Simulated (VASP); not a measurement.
# B5P4 in VASP: a series of runs

B5P4 is run at these levels: PBE; tasks: single point.

Program: VASP 6.6.1. These are calculated values, not measurements. Logs are shortened: lines on timing, memory, paths and dates and some standing lists are left out, and cuts for length are marked.

## 1. The cell of the first run

The cell holds a slab with vacuum, 9 atoms: a = 3.216 Å, b = 3.216 Å, c = 24.097 Å, α = 90.00°, β = 90.00°, γ = 90.00°.

## 2. Single point, PBE

File INCAR:

```
PREC = Accurate
ENCUT = 520
EDIFF = 1E-6
ISMEAR = 0
SIGMA = 0.05
LREAL = F
LASPH = T
NELM = 80
ALGO = Normal
ISIF = 2
LWAVE = F
LCHARG = F
LDIPOL = T
IDIPOL = 3
DIPOL = 0.5 0.5 0.500
GGA = PE
NBANDS = 28
```

File KPOINTS:

```
Automatic mesh
0
Gamma
  8 8 1
```

File POSCAR:

```
B5P4
1.0
    3.2161364064      0.0000000000      0.0000000000
    0.0000000000      3.2161364064      0.0000000000
    0.0000000000      0.0000000000     24.0966074486
B P
5 4
Direct
    0.5000000000      0.5000000000      0.3112471337
    0.0000000000      0.0000000000      0.4056235668
    0.5000000000      0.5000000000      0.5000000000
    0.0000000000      0.0000000000      0.5943764332
    0.5000000000      0.5000000000      0.6887528663
    0.5000000000      0.0000000000      0.3584353503
    0.0000000000      0.5000000000      0.4528117834
    0.5000000000      0.0000000000      0.5471882166
    0.0000000000      0.5000000000      0.6415646497
```

Potentials or basis: VASP PAW PBE potentials, release 64 (B, P).

The run is started by

```bash
$ cat potpaw_PBE.64/B/POTCAR potpaw_PBE.64/P/POTCAR > POTCAR
$ mpirun -np 1 vasp_std > vasp.out
```

OUTCAR:

```text
PREC = Accurate
   ENCUT = 520
   EDIFF = 1E-6
   ISMEAR = 0
   LREAL = F
   LASPH = T
   NELM = 80
   ISIF = 2
   GGA = PE

 ion  position               nearest neighbor table
   1  0.500  0.500  0.311-   6 1.97   6 1.97
   2  0.000  0.000  0.406-   6 1.97   6 1.97   7 1.97   7 1.97
   3  0.500  0.500  0.500-   7 1.97   8 1.97   8 1.97   7 1.97
   4  0.000  0.000  0.594-   9 1.97   9 1.97   8 1.97   8 1.97
   5  0.500  0.500  0.689-   9 1.97   9 1.97
   6  0.500  0.000  0.358-   2 1.97   2 1.97   1 1.97   1 1.97
   7  0.000  0.500  0.453-   2 1.97   3 1.97   2 1.97   3 1.97
   8  0.500  0.000  0.547-   3 1.97   4 1.97   3 1.97   4 1.97
   9  0.000  0.500  0.642-   4 1.97   4 1.97   5 1.97   5 1.97

  LATTYP: Found a simple tetragonal cell.
 ALAT       =     3.2161364064
 C/A-ratio  =     7.4924084068

  Lattice vectors:

 A1 = (   3.2161364064,   0.0000000000,   0.0000000000)
 A2 = (   0.0000000000,   3.2161364064,   0.0000000000)
 A3 = (   0.0000000000,   0.0000000000,  24.0966074486)

Analysis of symmetry for initial positions (statically):
=====================================================================
 Subroutine PRICEL returns:
 Original cell was already a primitive cell.

 Routine SETGRP: Setting up the symmetry group for a
 simple tetragonal supercell.

 Subroutine GETGRP returns: Found  8 space group operations
 (whereof  8 operations were pure point group operations)
 out of a pool of 16 trial point group operations.

The static configuration has the point symmetry D_2d.

Analysis of symmetry for dynamics (positions and initial velocities):
=====================================================================
 Subroutine PRICEL returns:
 Original cell was already a primitive cell.

 Routine SETGRP: Setting up the symmetry group for a
 simple tetragonal supercell.

 Subroutine GETGRP returns: Found  8 space group operations
 (whereof  8 operations were pure point group operations)
 out of a pool of 16 trial point group operations.

The dynamic configuration has the point symmetry D_2d.

 Subroutine INISYM returns: Found  8 space group operations
 (whereof  8 operations are pure point group operations),
 and found     1 'primitive' translations

----------------------------------------------------------------------------------------

                                     Primitive cell

  volume of cell :     249.2441

  direct lattice vectors                    reciprocal lattice vectors
     3.216136406  0.000000000  0.000000000     0.310932085  0.000000000  0.000000000
     0.000000000  3.216136406  0.000000000     0.000000000  0.310932085  0.000000000
     0.000000000  0.000000000 24.096607449     0.000000000  0.000000000  0.041499618

  length of vectors
     3.216136406  3.216136406 24.096607449     0.310932085  0.310932085  0.041499618

  position of ions in fractional coordinates (direct lattice)
     0.500000000  0.500000000  0.311247134
     0.000000000  0.000000000  0.405623567
     0.500000000  0.500000000  0.500000000
     0.000000000  0.000000000  0.594376433
     0.500000000  0.500000000  0.688752866
     0.500000000  0.000000000  0.358435350
     0.000000000  0.500000000  0.452811783
     0.500000000  0.000000000  0.547188217
     0.000000000  0.500000000  0.641564650

  ion indices of the primitive-cell ions
   primitive index   ion index
                 1           1
                 2           2
                 3           3
                 4           4
                 5           5
                 6           6
                 7           7
                 8           8
                 9           9

----------------------------------------------------------------------------------------

 KPOINTS: Automatic mesh

Automatic generation of k-mesh.
 Grid dimensions read from file:
 generate k-points for:    8    8    1

 Generating k-lattice:

  Cartesian coordinates                     Fractional coordinates (reciprocal lattice)
     0.038866511  0.000000000  0.000000000     0.125000000  0.000000000  0.000000000
     0.000000000  0.038866511  0.000000000     0.000000000  0.125000000  0.000000000
     0.000000000  0.000000000  0.041499618     0.000000000  0.000000000  1.000000000

  Length of vectors
     0.038866511  0.038866511  0.041499618

  Shift w.r.t. Gamma in fractional coordinates (k-lattice)
     0.000000000  0.000000000  0.000000000

 Subroutine IBZKPT returns following result:
 ===========================================

 Found     15 irreducible k-points:

 Following reciprocal coordinates:
            Coordinates               Weight
  0.000000  0.000000  0.000000      1.000000
  0.125000  0.000000  0.000000      4.000000
  0.250000  0.000000  0.000000      4.000000
  0.375000  0.000000  0.000000      4.000000
  0.500000  0.000000  0.000000      2.000000
  0.125000  0.125000  0.000000      4.000000
  0.250000  0.125000  0.000000      8.000000
  0.375000  0.125000  0.000000      8.000000
  0.500000  0.125000  0.000000      4.000000
  0.250000  0.250000  0.000000      4.000000
  0.375000  0.250000  0.000000      8.000000
  0.500000  0.250000  0.000000      4.000000
  0.375000  0.375000  0.000000      4.000000
  0.500000  0.375000  0.000000      4.000000
  0.500000  0.500000  0.000000      1.000000
   k-points           NKPTS =     15   k-points in BZ     NKDIM =     15   number of bands    NBANDS=     28
   number of dos      NEDOS =    301   number of ions     NIONS =      9
   total plane-waves  NPLWV = 103680
   dimension x,y,z NGX =    24 NGY =   24 NGZ =  180
   dimension x,y,z NGXF=    48 NGYF=   48 NGZF=  360
   ions per type =               5   4
   NGX,Y,Z   is equivalent  to a cutoff of  12.41, 12.41, 12.42 a.u.
   NGXF,Y,Z  is equivalent  to a cutoff of  24.81, 24.81, 24.84 a.u.
 SYSTEM =  unknown system
   PREC   = accura    normal or accurate (medium, high low for compatibility)
   ISTART =      0    job   : 0-new  1-cont  2-samecut
   ICHARG =      2    charge: 1-file 2-atom 10-const
   ISPIN  =      1    spin polarized calculation?
   LNONCOLLINEAR =      F non collinear calculations
   LSORBIT =      F    spin-orbit coupling
   LASPH  =      T    aspherical Exc in radial PAW
   ENCUT  =  520.0 eV  38.22 Ry    6.18 a.u.   5.98  5.98 44.80*2*pi/ulx,y,z
   NELM   =     80;   NELMIN=  2; NELMDL= -5     # of ELM steps
   EDIFF  = 0.1E-05   stopping-criterion for ELM
   LREAL  =      F    real-space projection
   EDIFFG = 0.1E-04   stopping-criterion for IOM
   NSW    =      0    number of steps for IOM
   IBRION =     -1    ionic relax: 0-MD 1-quasi-New 2-CG
   NFREE  =      0    steps in history (QN), initial steepest desc. (CG)
   ISIF   =      2    stress and relaxation
   ISYM   =      2    0-nonsym 1-usesym 2-fastsym
   POTIM  = 0.5000    time-step for ionic-motion
   TEBEG  =    0.0;   TEEND  =   0.0 temperature during run
   PSTRESS=    0.0 pullay stress
   NELECT =      35.0000    total number of electrons
   NUPDOWN=      -1.0000    fix difference up-down
   EMIN   =  10.00;   EMAX   =-10.00  energy-range for DOS
   EFERMI =   0.00;   METHOD = LEGACY
   ISMEAR =     0;   SIGMA  =   0.05  broadening in eV -4-tet -1-fermi 0-gaus
   EFERMI_NEDOS =   21; number of points for ismear=-14 and -15
   IALGO  =     38    algorithm
   IMIX   =      4    mixing-type and parameters
     AMIX     =   0.40;   BMIX     =  1.00
     AMIX_MAG =   1.60;   BMIX_MAG =  1.00
  volume/ion in A,a.u.               =      27.69       186.89
  Fermi-wavevector in a.u.,A,eV,Ry     =   0.850921  1.608008  9.851523  0.724067
  Thomas-Fermi vector in A             =   1.966974
   LORBIT       =      0    0 simple, 1 ext, 2 COOP (PROOUT), +10 PAW based schemes
   GGA     = PE    functional components
   LHFCALC =     F    Hartree Fock is set to
   AEXX    =    0.0000 exact exchange contribution
   IVDW    =     0    specifies the selected vdW correction
   LEPSILON=     F    determine dielectric tensor
   LRPA    =     F    only Hartree local field effects (RPA)
 non-spin polarized calculation
 Gauss-broadening in eV      SIGMA  =   0.05
  energy-cutoff  :      520.00
  volume of cell :      249.24
 maximum number of plane-waves:      6784
 NGX is ok and might be reduce to    24
   NGX = 11   NGY = 11   NGZ = 89

 dipolmoment           0.000000      0.000000      0.000000 electrons x Angstroem

 number of electron      34.9999990 magnetization

 dipolmoment           0.000000      0.000000     -0.000000 electrons x Angstroem

 Free energy of the ion-electron system (eV)
  ---------------------------------------------------
  ext. energy  EPLUGINS =         0.00000000
  ---------------------------------------------------
  free energy    TOTEN  =       -51.72227256 eV

  energy without entropy =      -51.71113706  energy(sigma->0) =      -51.71670481

 E-fermi :  -0.3520     XC(G=0):  -5.3731

 val. band max:       -0.3612922135   @ k =   0.5000   0.1250   0.0000
 cond. band min:      -0.3421592078   @ k =   0.3750   0.0000   0.0000
 fundamental gap:      0.0191330057
 Fermi energy:        -0.3519992325

 k-point     1 :       0.0000    0.0000    0.0000
  band No.  band energies     occupation
      1     -15.7598      2.00000
      2     -14.8837      2.00000
      3     -13.6032      2.00000
      4     -12.1149      2.00000
      5      -8.6119      2.00000
      6      -6.8185      2.00000
[... 20 lines left out ...]
     27       4.2938      0.00000
     28       4.2938      0.00000

 k-point     2 :       0.1250    0.0000    0.0000
  band No.  band energies     occupation
      1     -15.5754      2.00000
      2     -14.7075      2.00000
      3     -13.4456      2.00000
      4     -12.0015      2.00000
      5      -8.5236      2.00000
      6      -6.9520      2.00000
[... 20 lines left out ...]
     27       4.2676      0.00000
     28       4.5277      0.00000

 k-point     3 :       0.2500    0.0000    0.0000
  band No.  band energies     occupation
      1     -15.0306      2.00000
      2     -14.1944      2.00000
      3     -13.0127      2.00000
      4     -11.7884      2.00000
      5      -8.5024      2.00000
      6      -7.7792      2.00000
[... 20 lines left out ...]
     27       4.8491      0.00000
     28       5.5574      0.00000

 k-point     4 :       0.3750    0.0000    0.0000
  band No.  band energies     occupation
      1     -14.1583      2.00000
      2     -13.4167      2.00000
      3     -12.5196      2.00000
      4     -12.0304      2.00000
      5      -8.9283      2.00000
      6      -8.7571      2.00000
[... 20 lines left out ...]
     27       4.8278      0.00000
     28       5.0221      0.00000

 k-point     5 :       0.5000    0.0000    0.0000
  band No.  band energies     occupation
      1     -13.0736      2.00000
      2     -13.0700      2.00000
      3     -12.6704      2.00000
      4     -12.5208      2.00000
      5      -9.2219      2.00000
      6      -9.0563      2.00000
[... 20 lines left out ...]
     27       4.7249      0.00000
     28       5.1456      0.00000

 k-point     6 :       0.1250    0.1250    0.0000
  band No.  band energies     occupation
      1     -15.3914      2.00000
      2     -14.5316      2.00000
      3     -13.2880      2.00000
      4     -11.8855      2.00000
      5      -8.4374      2.00000
      6      -7.0101      2.00000
[... 184 lines left out ...]
      5      -8.6756      2.00000
      6      -8.5810      2.00000
[... 20 lines left out ...]
     27       5.9956      0.00000
     28       6.1671      0.00000

 k-point    13 :       0.3750    0.3750    0.0000
  band No.  band energies     occupation
      1     -12.6125      2.00000
      2     -11.9900      2.00000
      3     -11.3330      2.00000
      4     -11.0882      2.00000
      5      -8.7736      2.00000
      6      -8.2133      2.00000
[... 20 lines left out ...]
     27       5.4508      0.00000
     28       6.1103      0.00000

 k-point    14 :       0.5000    0.3750    0.0000
  band No.  band energies     occupation
      1     -11.6454      2.00000
      2     -11.6447      2.00000
      3     -11.2891      2.00000
      4     -11.2048      2.00000
      5      -8.5244      2.00000
      6      -8.4536      2.00000
[... 20 lines left out ...]
     27       4.8498      0.00000
     28       5.8897      0.00000

 k-point    15 :       0.5000    0.5000    0.0000
  band No.  band energies     occupation
      1     -11.1277      2.00000
      2     -11.1277      2.00000
      3     -10.7963      2.00000
      4     -10.7963      2.00000
      5      -9.0358      2.00000
      6      -9.0247      2.00000
[... 20 lines left out ...]
     27       5.3302      0.00000
     28       5.3303      0.00000

------------------------ aborting loop because EDIFF is reached ----------------------------------------

 vacuum level on the upper side and lower side of the slab       (xc-potential included)        -0.126        -0.126

  FORCE on cell =-STRESS in cart. coord.  units (eV):
  Direction    XX          YY          ZZ          XY          YZ          ZX
  --------------------------------------------------------------------------------------
  -------------------------------------------------------------------------------------
  Total       -2.7100710     -2.7100710     -4.4478373      0.0000000      0.0000000      0.0000000
  in kB      -17.4207330    -17.4207330    -28.5913493      0.0000000      0.0000000      0.0000000
  external PRESSURE =     -21.1442718 kB  Pullay stress =       0.0000000 kB

 VOLUME and BASIS-vectors are now :
 -----------------------------------------------------------------------------
  energy-cutoff  :      520.00
  volume of cell :      249.24
      direct lattice vectors                 reciprocal lattice vectors
     3.216136406  0.000000000  0.000000000     0.310932085  0.000000000  0.000000000
     0.000000000  3.216136406  0.000000000     0.000000000  0.310932085  0.000000000
     0.000000000  0.000000000 24.096607449     0.000000000  0.000000000  0.041499618

 POSITION                                       TOTAL-FORCE (eV/Angst)
 -----------------------------------------------------------------------------------
      1.60807      1.60807      7.50000         0.000000      0.000000      1.784875
      0.00000      0.00000      9.77415         0.000000     -0.000000      0.127073
      1.60807      1.60807     12.04830         0.000000     -0.000000      0.000000
      0.00000      0.00000     14.32246         0.000000     -0.000000     -0.127073
      1.60807      1.60807     16.59661        -0.000000     -0.000000     -1.784875
      1.60807      0.00000      8.63708         0.000000     -0.000000     -1.756558
      0.00000      1.60807     10.91123         0.000000     -0.000000     -0.187998
      1.60807      0.00000     13.18538         0.000000     -0.000000      0.187998
      0.00000      1.60807     15.45953         0.000000     -0.000000      1.756558
 -----------------------------------------------------------------------------------
    total drift:                               -0.000000     -0.000000     -0.000000

  FREE ENERGIE OF THE ION-ELECTRON SYSTEM (eV)
  ---------------------------------------------------
  free  energy   TOTEN  =       -51.7222725611 eV

  energy  without entropy=      -51.7111370643  energy(sigma->0) =      -51.71670481

 vacuum level on the upper side and lower side of the slab         5.387         5.387
```

Wall time 1.9 min (1 thread of AMD EPYC 7R43 (Zen 3), shared host); peak memory 0.31 GiB.

What came out:

```yaml
Free_energy: -51.7223 eV
Largest_force: 1.785 eV/Å
Band_gap_on_the_k_mesh: zero (an odd number of electrons rules out a gap without spin polarisation)
```

Forces on the atoms (eV/Å):
```
B    0.000  0.000  1.785
B    0.000  0.000  0.127
B    0.000  0.000  0.000
B    0.000  0.000 -0.127
B    0.000  0.000 -1.785
P    0.000  0.000 -1.757
P    0.000  0.000 -0.188
P    0.000  0.000  0.188
P    0.000  0.000  1.757
```

(Continued in part 2 of 2.)
